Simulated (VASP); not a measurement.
Te2Mo, a slab with vacuum:

```
Te Mo
1.0
     3.63006    0.00000    0.00000
    -1.81503    3.14372    0.00000
     0.00000    0.00000   17.86775
Te Mo
2 1
Direct
  0.33333 0.66667 0.10214
  0.33333 0.66667 0.89786
  0.00000 0.00000 0.00000
```

Base run:

- Program: VASP 6.6.1
- Functional: LDA
- Potentials or basis: VASP PAW LDA potentials, release 64 (Te, Mo_sv)
- Cutoff: 520 eV
- k mesh: 9 × 9 × 2
- Occupations: fermi-dirac, width 0.05 eV
- Spin: no spin polarisation

Its results: band gap on the k mesh 0.96 eV; largest force 1.101 eV/Å.

Problem. The run is repeated on the same cell with these changes: functional from LDA to r2SCAN; potentials or basis from VASP PAW LDA potentials, release 64 (Te, Mo_sv) to VASP PAW PBE potentials, release 64 (Te, Mo_sv). What comes out?

Solution. Band gap on the k mesh 1.03 eV; largest force 0.758 eV/Å.

Caveats: spin-orbit coupling is left out, which moves the levels of the heavy elements; the PAW data sets were made with another functional, which shifts forces and pressure a little (at least some runs).

A k mesh can miss the band edges.
